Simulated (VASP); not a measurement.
Fe:

```xyz
1
Lattice="-1.4640 1.4640 1.4640 1.4640 -1.4640 1.4640 1.4640 1.4640 -1.4640" Properties=species:S:1:pos:R:3 pbc="T T T"
Fe    0.0000    0.0000    0.0000
```

Base run:

```yaml
Program: VASP 6.6.1
Functional: r2SCAN
Potentials_or_basis: VASP PAW PBE potentials, release 64 (Fe)
Cutoff: 520 eV
k_mesh: 14 × 14 × 14
Occupations: fermi-dirac, width 0.1 eV
Spin: collinear spin, ferromagnetic start
Starting_moments: "[3.7] μB"
Fixed_moment: 3.7 μB
```

Its results: pressure 20.1 GPa; site moments Fe +3.62 μB.

**Question.** The run is repeated on the same cell with these changes: fixed moment from 3.7 μB to 0.62 μB; moments at the start from [3.7] to [0.62]. What comes out?

**Answer.** Pressure -27.9 GPa; site moments Fe +0.68 μB.

Caveats: the PAW data sets were made with another functional, which shifts forces and pressure a little; the total moment is fixed, so each spin has its own Fermi level.
